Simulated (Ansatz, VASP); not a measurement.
# Two plane-wave programs on Au

File INCAR:

```
PREC = Accurate
ENCUT = 500
EDIFF = 1E-6
ISMEAR = 0
SIGMA = 0.15
LREAL = F
LASPH = T
NELM = 120
ALGO = Normal
ISIF = 2
LWAVE = F
LCHARG = F
GGA = PE
NBANDS = 18
GGA_COMPAT = F
```

Contents of KPOINTS:

```
regular mesh
0
Gamma
  18 18 10
```

POSCAR

```
Au
1.0
    2.9169619367      0.0000000000      0.0000000000
   -1.4584809683      2.5261631390      0.0000000000
    0.0000000000      0.0000000000      4.8900308251
Au
2
Direct
    0.3750962735      0.7501925470      0.7500000000
    0.6249037265      0.2498074530      0.2500000000
```

Input for Ansatz:

```yaml
crystal:
  lattice:
    - [2.9169619367, 0.0, 0.0]
    - [-1.4584809683, 2.526163139, 0.0]
    - [0.0, 0.0, 4.8900308251]
  atoms:
    - { symbol: Au, position: [0.3750962735, 0.750192547, 0.75] }
    - { symbol: Au, position: [0.6249037265, 0.249807453, 0.25] }
basis:
  ecutwfc: 420
kpoints:
  mp_grid: { grid: [18, 18, 10] }
hamiltonian:
  xc: pbe
scf:
  occupations: { method: gaussian, width: 0.15 }
output:
  forces: true
  stress: true
  eigenvalues: true
  write_density: true
  write_potential: true
  elf: true
  volumetric_format: npy
```

Change from the starting cell: mode 4 frozen in at +0.000 Å and mode 5 at +0.211 Å (largest displacements).

Alike in both runs: task single point; functional PBE; k mesh 18 × 18 × 10; occupations gaussian, width 0.15 eV; no spin polarisation.

|  | VASP | Ansatz |
| --- | --- | --- |
| version | VASP 6.6.1 | Ansatz 0.2.0 |
| potentials or method | VASP PAW PBE potentials, release 64 (Au), cutoff 500 eV | scalar-relativistic, plane waves, PAW |
| valence electrons in the cell | 22 | 38 |

Ansatz gave:

```
gap on the k mesh at the Fermi level (eV)                     : none
pressure (GPa)                                                : 1.8
traceless stress, the component that is largest in VASP (GPa) : 3.57
rms of the force components (eV/Å)                            : 0.235
```

Question: What did VASP give for the same quantities?

Answer: gap on the k mesh at the Fermi level (eV): none; pressure (GPa): 1.6; traceless stress, the component that is largest in VASP (GPa): 3.53; rms of the force components (eV/Å): 0.234.

Atom by atom the forces differ by 0.001 eV/Å (rms over components). A gap of «none» marks a metal or a gap that the smearing closes. VASP's potentials hold 22 valence electrons a cell and Ansatz's 38, so a difference there can come from the potentials and not from the codes.

Neither program's run includes spin-orbit coupling.
